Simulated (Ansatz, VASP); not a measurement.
# One calculation of Re, two programs

```xyz
1
Lattice="0.0000 1.9816 1.9816 1.9816 0.0000 1.9816 1.9816 1.9816 0.0000" Properties=species:S:1:pos:R:3 pbc="T T T"
Re    0.0000    0.0000    0.0000
```

Change from the starting cell: volume scaled by 1.01.

Alike in both runs: task single point; functional LDA; k mesh 14 × 14 × 14; occupations fermi-dirac, width 0.03 eV; no spin polarisation.

|  | VASP | Ansatz |
| --- | --- | --- |
| version | VASP 6.6.1 | Ansatz 0.2.0 |
| potentials or method | VASP PAW LDA potentials, release 64 (Re), cutoff 520 eV | all-electron LAPW, scalar-relativistic |

```tsv
	VASP	Ansatz	Ansatz less VASP
pressure (GPa)	-26.1	-26.6	-0.50
```

LDA's correlation is that of Perdew and Zunger in VASP and of Perdew and Wang (1992) in Ansatz. Ansatz ran all-electron here, and VASP with PAW potentials.

Spin-orbit coupling is off throughout.
